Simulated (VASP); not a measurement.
# Tl (Pm-3m) in VASP: a series of runs

Runs on Tl. Level: PBE. Tasks: single point.

Everything below comes from runs of VASP 6.6.1. Logs are shortened: lines on timing, memory, paths and dates and some standing lists are left out, and cuts for length are marked.

### Step 1. The cell of the first run

The structure is cubic, space group Pm-3m (No. 221). The conventional cell has a = 2.396 Å, b = 2.396 Å, c = 2.396 Å, α = 90.00°, β = 90.00°, γ = 90.00°. Tl (site symmetry m-3m) has 6 Tl at 2.40 Å within 3.2 Å.

This isn't the form of Tl at room conditions, which is hcp.

### Step 2. Single point, PBE (13.75 Å³/atom)

INCAR

```
PREC = Accurate ; ENCUT = 520
EDIFF = 1E-6 ; ISMEAR = -1
SIGMA = 0.08 ; LREAL = F
LASPH = T ; NELM = 60
ALGO = Normal ; ISIF = 2
LWAVE = F ; LCHARG = F
GGA = PE ; NBANDS = 12
```

KPOINTS

```
regular mesh
0
Gamma
  12 12 12
```

POSCAR

```
Tl
1.0
    2.3958017936      0.0000000000      0.0000000000
    0.0000000000      2.3958017936      0.0000000000
    0.0000000000      0.0000000000      2.3958017936
Tl
1
Direct
    0.0000000000      0.0000000000      0.0000000000
```

Potentials or basis: VASP PAW PBE potentials, release 64 (Tl_d).

On the command line:

```
> cat potpaw_PBE.64/Tl_d/POTCAR > POTCAR
> mpirun -np 1 vasp_std > vasp.out
```

OUTCAR:

```text
PREC = Accurate
   ENCUT = 520
   EDIFF = 1E-6
   ISMEAR = -1
   LREAL = F
   LASPH = T
   NELM = 60
   ISIF = 2
   GGA = PE

 ion  position               nearest neighbor table
   1  0.000  0.000  0.000-

  LATTYP: Found a simple cubic cell.
 ALAT       =     2.3958017936

  Lattice vectors:

 A1 = (   2.3958017936,   0.0000000000,   0.0000000000)
 A2 = (   0.0000000000,   2.3958017936,   0.0000000000)
 A3 = (   0.0000000000,   0.0000000000,   2.3958017936)

Analysis of symmetry for initial positions (statically):
=====================================================================
 Subroutine PRICEL returns:
 Original cell was already a primitive cell.

 Routine SETGRP: Setting up the symmetry group for a
 simple cubic supercell.

 Subroutine GETGRP returns: Found 48 space group operations
 (whereof 48 operations were pure point group operations)
 out of a pool of 48 trial point group operations.

The static configuration has the point symmetry O_h .

Analysis of symmetry for dynamics (positions and initial velocities):
=====================================================================
 Subroutine PRICEL returns:
 Original cell was already a primitive cell.

 Routine SETGRP: Setting up the symmetry group for a
 simple cubic supercell.

 Subroutine GETGRP returns: Found 48 space group operations
 (whereof 48 operations were pure point group operations)
 out of a pool of 48 trial point group operations.

The dynamic configuration has the point symmetry O_h .

 Subroutine INISYM returns: Found 48 space group operations
 (whereof 48 operations are pure point group operations),
 and found     1 'primitive' translations

----------------------------------------------------------------------------------------

                                     Primitive cell

  volume of cell :      13.7516

  direct lattice vectors                    reciprocal lattice vectors
     2.395801794  0.000000000  0.000000000     0.417396799  0.000000000  0.000000000
     0.000000000  2.395801794  0.000000000     0.000000000  0.417396799  0.000000000
     0.000000000  0.000000000  2.395801794     0.000000000  0.000000000  0.417396799

  length of vectors
     2.395801794  2.395801794  2.395801794     0.417396799  0.417396799  0.417396799

  position of ions in fractional coordinates (direct lattice)
     0.000000000  0.000000000  0.000000000

  ion indices of the primitive-cell ions
   primitive index   ion index
                 1           1

----------------------------------------------------------------------------------------

 KPOINTS: regular mesh

Automatic generation of k-mesh.
 Grid dimensions read from file:
 generate k-points for:   12   12   12

 Generating k-lattice:

  Cartesian coordinates                     Fractional coordinates (reciprocal lattice)
     0.034783067  0.000000000  0.000000000     0.083333333  0.000000000  0.000000000
     0.000000000  0.034783067  0.000000000     0.000000000  0.083333333  0.000000000
     0.000000000  0.000000000  0.034783067     0.000000000  0.000000000  0.083333333

  Length of vectors
     0.034783067  0.034783067  0.034783067

  Shift w.r.t. Gamma in fractional coordinates (k-lattice)
     0.000000000  0.000000000  0.000000000

 Subroutine IBZKPT returns following result:
 ===========================================

 Found     84 irreducible k-points:

 Following reciprocal coordinates:
            Coordinates               Weight
  0.000000  0.000000  0.000000      1.000000
  0.083333  0.000000  0.000000      6.000000
  0.166667  0.000000  0.000000      6.000000
  0.250000  0.000000  0.000000      6.000000
  0.333333  0.000000  0.000000      6.000000
  0.416667  0.000000  0.000000      6.000000
[... 16 lines left out ...]
  0.333333  0.333333  0.000000     12.000000
  0.416667  0.333333  0.000000     24.000000
 [... further k-points ...]
   k-points           NKPTS =     84   k-points in BZ     NKDIM =     84   number of bands    NBANDS=     12
   number of dos      NEDOS =    301   number of ions     NIONS =      1
   total plane-waves  NPLWV =   5832
   dimension x,y,z NGX =    18 NGY =   18 NGZ =   18
   dimension x,y,z NGXF=    36 NGYF=   36 NGZF=   36
   ions per type =               1
   NGX,Y,Z   is equivalent  to a cutoff of  12.49, 12.49, 12.49 a.u.
   NGXF,Y,Z  is equivalent  to a cutoff of  24.98, 24.98, 24.98 a.u.
 SYSTEM =  unknown system
   PREC   = accura    normal or accurate (medium, high low for compatibility)
   ISTART =      0    job   : 0-new  1-cont  2-samecut
   ICHARG =      2    charge: 1-file 2-atom 10-const
   ISPIN  =      1    spin polarized calculation?
   LNONCOLLINEAR =      F non collinear calculations
   LSORBIT =      F    spin-orbit coupling
   LASPH  =      T    aspherical Exc in radial PAW
   ENCUT  =  520.0 eV  38.22 Ry    6.18 a.u.   4.45  4.45  4.45*2*pi/ulx,y,z
   NELM   =     60;   NELMIN=  2; NELMDL= -5     # of ELM steps
   EDIFF  = 0.1E-05   stopping-criterion for ELM
   LREAL  =      F    real-space projection
   EDIFFG = 0.1E-04   stopping-criterion for IOM
   NSW    =      0    number of steps for IOM
   IBRION =     -1    ionic relax: 0-MD 1-quasi-New 2-CG
   NFREE  =      0    steps in history (QN), initial steepest desc. (CG)
   ISIF   =      2    stress and relaxation
   ISYM   =      2    0-nonsym 1-usesym 2-fastsym
   POTIM  = 0.5000    time-step for ionic-motion
   TEBEG  =    0.0;   TEEND  =   0.0 temperature during run
   PSTRESS=    0.0 pullay stress
   NELECT =      13.0000    total number of electrons
   NUPDOWN=      -1.0000    fix difference up-down
   EMIN   =  10.00;   EMAX   =-10.00  energy-range for DOS
   EFERMI =   0.00;   METHOD = LEGACY
   ISMEAR =    -1;   SIGMA  =   0.08  broadening in eV -4-tet -1-fermi 0-gaus
   EFERMI_NEDOS =   21; number of points for ismear=-14 and -15
   IALGO  =     38    algorithm
   IMIX   =      4    mixing-type and parameters
     AMIX     =   0.40;   BMIX     =  1.00
     AMIX_MAG =   1.60;   BMIX_MAG =  1.00
  volume/ion in A,a.u.               =      13.75        92.80
  Fermi-wavevector in a.u.,A,eV,Ry     =   1.606713  3.036248 35.123817  2.581528
  Thomas-Fermi vector in A             =   2.702857
   LORBIT       =      0    0 simple, 1 ext, 2 COOP (PROOUT), +10 PAW based schemes
   GGA     = PE    functional components
   LHFCALC =     F    Hartree Fock is set to
   AEXX    =    0.0000 exact exchange contribution
   IVDW    =     0    specifies the selected vdW correction
   LEPSILON=     F    determine dielectric tensor
   LRPA    =     F    only Hartree local field effects (RPA)
 non-spin polarized calculation
  energy-cutoff  :      520.00
  volume of cell :       13.75
 maximum number of plane-waves:       384
 NGX is ok and might be reduce to    18
   NGX =  9   NGY =  9   NGZ =  9

 number of electron      13.0000009 magnetization

 Free energy of the ion-electron system (eV)
  ---------------------------------------------------
  ext. energy  EPLUGINS =         0.00000000
  ---------------------------------------------------
  free energy    TOTEN  =         4.02594581 eV

  energy without entropy =        4.03050697  energy(sigma->0) =        4.02822639

 E-fermi :  19.0079     XC(G=0): -14.3071

 val. band max:       18.9016746259   @ k =   0.3333   0.1667   0.0000
 cond. band min:      19.0480013462   @ k =   0.5000   0.5000   0.2500
 fundamental gap:      0.1463267203
 Fermi energy:        19.0078899436

 k-point     1 :       0.0000    0.0000    0.0000
  band No.  band energies     occupation
      1       0.5544      2.00000
      2       0.6737      2.00000
      3       0.6737      2.00000
      4       6.6644      2.00000
      5       6.6644      2.00000
      6       6.6644      2.00000
      7      28.6914      0.00000
      8      28.6914      0.00000
      9      28.6914      0.00000
     10      35.9734      0.00000
     11      38.1045      0.00000
     12      38.1045      0.00000

 k-point     2 :       0.0833    0.0000    0.0000
  band No.  band energies     occupation
      1       0.6830      2.00000
      2       0.7068      2.00000
      3       0.9846      2.00000
      4       6.5080      2.00000
      5       6.5080      2.00000
      6       6.6771      2.00000
      7      27.0931      0.00000
      8      29.0700      0.00000
      9      29.0700      0.00000
     10      36.6911      0.00000
     11      36.8445      0.00000
     12      39.2401      0.00000

 k-point     3 :       0.1667    0.0000    0.0000
  band No.  band energies     occupation
      1       0.7985      2.00000
      2       0.9005      2.00000
      3       2.0477      2.00000
      4       6.0989      2.00000
      5       6.0989      2.00000
      6       6.7119      2.00000
      7      24.1079      0.00000
      8      30.1191      0.00000
      9      30.1191      0.00000
     10      34.7492      0.00000
     11      36.8497      0.00000
     12      42.6850      0.00000

 k-point     4 :       0.2500    0.0000    0.0000
  band No.  band energies     occupation
      1       0.9263      2.00000
      2       1.2022      2.00000
      3       3.7520      2.00000
      4       5.5775      2.00000
      5       5.5775      2.00000
      6       6.7596      2.00000
      7      20.9748      0.00000
      8      31.6185      0.00000
      9      31.6185      0.00000
     10      32.8383      0.00000
     11      36.3708      0.00000
     12      43.9499      0.00000

 k-point     5 :       0.3333    0.0000    0.0000
  band No.  band energies     occupation
      1       1.0573      2.00000
      2       1.5230      2.00000
      3       5.0926      2.00000
      4       5.0926      2.00000
      5       5.9643      2.00000
      6       6.8078      2.00000
      7      17.9313      2.00000
      8      31.3640      0.00000
      9      33.2786      0.00000
     10      33.2786      0.00000
     11      35.2625      0.00000
     12      43.9427      0.00000
[... 228 lines left out ...]
      1       1.6835      2.00000
      2       2.5853      2.00000
      3       4.4284      2.00000
      4       4.9214      2.00000
      5       5.8410      2.00000
      6      10.4232      2.00000
      7      16.6091      2.00000
      8      26.5093      0.00000
      9      30.3600      0.00000
     10      34.0333      0.00000
     11      38.3877      0.00000
     12      40.8602      0.00000

 k-point    22 :       0.5000    0.2500    0.0000
  band No.  band energies     occupation
      1       1.7324      2.00000
      2       2.4705      2.00000
      3       4.5213      2.00000
      4       4.8066      2.00000
      5       5.8591      2.00000
      6      13.1644      2.00000
      7      13.7016      2.00000
      8      27.9983      0.00000
      9      28.8414      0.00000
     10      33.2934      0.00000
     11      39.9725      0.00000
     12      40.1402      0.00000

 k-point    23 :       0.3333    0.3333    0.0000
  band No.  band energies     occupation
      1       1.7286      2.00000
      2       2.2858      2.00000
      3       5.2809      2.00000
      4       5.3484      2.00000
      5       5.3734      2.00000
      6       9.2553      2.00000
      7      19.7303      0.00024
      8      23.1796      0.00000
      9      30.4510      0.00000
     10      35.9107      0.00000
     11      38.0598      0.00000
     12      38.1324      0.00000

 k-point    24 :       0.4167    0.3333    0.0000
  band No.  band energies     occupation
      1       1.8470      2.00000
      2       1.8787      2.00000
      3       5.0050      2.00000
      4       5.3874      2.00000
      5       6.0646      2.00000
      6      11.5230      2.00000
      7      17.3553      2.00000
      8      23.9293      0.00000
      9      28.5314      0.00000
     10      34.7810      0.00000
     11      37.8816      0.00000
     12      38.9132      0.00000

 [... further k-points ...]

------------------------ aborting loop because EDIFF is reached ----------------------------------------

  FORCE on cell =-STRESS in cart. coord.  units (eV):
  Direction    XX          YY          ZZ          XY          YZ          ZX
  --------------------------------------------------------------------------------------
  -------------------------------------------------------------------------------------
  Total       21.7484158     21.7484158     21.7484158      0.0000000      0.0000000     -0.0000000
  in kB     2533.8771314   2533.8771314   2533.8771314      0.0000000      0.0000000     -0.0000000
  external PRESSURE =    2533.8771314 kB  Pullay stress =       0.0000000 kB

 VOLUME and BASIS-vectors are now :
 -----------------------------------------------------------------------------
  energy-cutoff  :      520.00
  volume of cell :       13.75
      direct lattice vectors                 reciprocal lattice vectors
     2.395801794  0.000000000  0.000000000     0.417396799  0.000000000  0.000000000
     0.000000000  2.395801794  0.000000000     0.000000000  0.417396799  0.000000000
     0.000000000  0.000000000  2.395801794     0.000000000  0.000000000  0.417396799

 POSITION                                       TOTAL-FORCE (eV/Angst)
 -----------------------------------------------------------------------------------
      0.00000      0.00000      0.00000         0.000000      0.000000      0.000000
 -----------------------------------------------------------------------------------
    total drift:                               -0.000000      0.000000      0.000000

  FREE ENERGIE OF THE ION-ELECTRON SYSTEM (eV)
  ---------------------------------------------------
  free  energy   TOTEN  =         4.0259458051 eV

  energy  without entropy=        4.0305069742  energy(sigma->0) =        4.02822639
```

It took 12 s on 1 thread of Intel Xeon 8259CL, shared host; peak memory 0.13 GiB.

What came out:

```
Free energy            : 4.0259 eV
Pressure               : 253.4 GPa
Band gap on the k mesh : zero (an odd number of electrons rules out a gap without spin polarisation)
```

Levels at points of the mesh, in eV from the Fermi level:
| k point | band 2 | band 3 | band 4 | band 5 | band 6 | band 7 | band 8 | band 9 | band 10 | band 11 |
| --- | --- | --- | --- | --- | --- | --- | --- | --- | --- | --- |
| (0.00, 0.00, 0.00) | -18.33 | -18.33 | -12.34 | -12.34 | -12.34 | 9.68 | 9.68 | 9.68 | 16.97 | 19.10 |
| (0.50, 0.00, 0.00) | -17.14 | -14.37 | -14.37 | -12.15 | -8.78 | -5.81 | 11.12 | 14.49 | 16.33 | 16.33 |
| (0.50, 0.50, 0.00) | -16.92 | -14.03 | -14.03 | -10.67 | -3.05 | -3.05 | 1.50 | 6.45 | 16.46 | 16.46 |
| (0.50, 0.50, 0.50) | -17.12 | -17.12 | -10.54 | -10.54 | 3.27 | 3.27 | 3.27 | 3.98 | 10.93 | 13.13 |

Caveat: the cell stands under pressure; spin-orbit coupling is left out, which moves the levels of the heavy elements.

### Step 3. Single point, PBE (13.75 Å³/atom)

INCAR

```
SYSTEM = Tl
PREC = Accurate
ENCUT = 520
EDIFF = 1E-6
ISMEAR = -1
SIGMA = 0.08
LREAL = .FALSE.
LASPH = .TRUE.
NELM = 80
ALGO = Normal
ISIF = 2
LWAVE = .FALSE.
LCHARG = .FALSE.
GGA = PE
NBANDS = 12
```

KPOINTS

```
Automatic mesh
0
G
  12 12 12
  0 0 0
```

POSCAR is that of step 2.

Potentials or basis: VASP PAW PBE potentials, release 64 (Tl_d).

On the command line:

```
> cat potpaw_PBE.64/Tl_d/POTCAR > POTCAR
> mpirun -np 1 vasp_std > vasp.out
```

Wall time 9.6 s (1 thread of Intel Xeon 8259CL, shared host); peak memory 0.13 GiB.

Results (log left out):

* Free energy: 4.0259 eV
* Pressure: 253.4 GPa
* Band gap on the k mesh: zero (an odd number of electrons rules out a gap without spin polarisation)

Levels at points of the mesh, in eV from the Fermi level:
```csv
k point,band 4,band 5,band 6,band 7,band 8,band 9
"(0.00, 0.00, 0.00)",-12.34,-12.34,-12.34,9.68,9.68,9.68
"(0.50, 0.00, 0.00)",-14.37,-12.15,-8.78,-5.81,11.12,14.49
"(0.50, 0.50, 0.00)",-14.03,-10.67,-3.05,-3.05,1.50,6.45
"(0.50, 0.50, 0.50)",-10.54,-10.54,3.27,3.27,3.27,3.98
```

Caveat: the cell stands under pressure; spin-orbit coupling is left out, which moves the levels of the heavy elements.

### Step 4. Single point, PBE (17.19 Å³/atom)

This run uses another cell than the first one, of 17.19 Å³/atom.

INCAR

```
PREC     = Accurate       # precision mode
ENCUT    = 520            # plane-wave cutoff, eV
EDIFF    = 1E-6           # SCF threshold, eV
ISMEAR   = -1             # smearing method
SIGMA    = 0.08           # smearing width, eV
LREAL    = F              # projectors in reciprocal space
LASPH    = T              # aspherical terms in the spheres
NELM     = 60             # most SCF steps
ALGO     = Normal         # electronic algorithm
ISIF     = 2              # what is computed and relaxed
LWAVE    = F              # write WAVECAR
LCHARG   = F              # write CHGCAR
GGA      = PE             # functional
NBANDS   = 12             # bands
```

KPOINTS

```
regular mesh
0
Gamma
  12 12 12
```

POSCAR

```
Tl
1.0
    2.5807992472      0.0000000000      0.0000000000
    0.0000000000      2.5807992472      0.0000000000
    0.0000000000      0.0000000000      2.5807992472
Tl
1
Direct
    0.0000000000      0.0000000000      0.0000000000
```

On the command line:

```
> cat potpaw_PBE.64/Tl_d/POTCAR > POTCAR
> mpirun -np 1 vasp_std > vasp.out
```

It took 12 s on 1 thread of Intel Xeon 8259CL, shared host; peak memory 0.14 GiB.

It converged, with:

* Free energy: 0.4975 eV
* Pressure: 101.8 GPa
* Band gap on the k mesh: zero (an odd number of electrons rules out a gap without spin polarisation)

Levels at points of the mesh, in eV from the Fermi level:
```tsv
k point	band 3	band 4	band 5	band 6	band 7	band 8	band 9	band 10
(0.00, 0.00, 0.00)	-15.19	-11.70	-11.70	-11.70	9.31	9.31	9.31	15.15
(0.50, 0.00, 0.00)	-12.97	-12.97	-11.59	-6.62	-6.18	12.13	14.35	14.87
(0.50, 0.50, 0.00)	-12.76	-12.76	-10.60	-1.99	-1.99	-0.35	5.96	16.43
(0.50, 0.50, 0.50)	-14.70	-10.52	-10.52	2.92	2.92	2.92	5.74	6.76
```

Caveat: the cell stands under pressure; spin-orbit coupling is left out, which moves the levels of the heavy elements.

The gap in the log of VASP goes by the Fermi energy; the results here count the filled bands.